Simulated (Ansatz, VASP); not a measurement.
## SiC in VASP and in Ansatz

```
Si C
1.0
     0.00000    2.15443    2.15443
     2.15443    0.00000    2.15443
     2.15443    2.15443    0.00000
Si C
1 1
Cartesian
  0.0000 0.0000 0.0000
  2.1544 2.1544 2.1544
```

Alike in both runs: task relaxation of cell and atoms; functional LDA; k mesh 15 × 15 × 15; occupations fermi-dirac, width 0.05 eV; no spin polarisation.

```csv
,VASP,Ansatz
version,VASP 6.6.1,Ansatz 0.2.0
potentials or method,"VASP PAW LDA potentials, release 64 (Si, C)","PAW with Ansatz's default frozen-core files, scalar-relativistic"
plane-wave cutoff (eV),600,420
valence electrons in the cell,8,8
```

|  | VASP | Ansatz | Ansatz less VASP |
| --- | --- | --- | --- |
| relaxed volume (Å³/atom) | 8.06 | 8.04 | -0.014 |
| relaxed cell length with the largest relative difference (Å) | 2.835 | 2.834 | -0.0016 |

LDA's correlation is that of Perdew and Zunger in VASP and of Perdew and Wang (1992) in Ansatz.

Noted on VASP's run: the volume moved by over 15 % at a fixed basis, so the end points are rough.
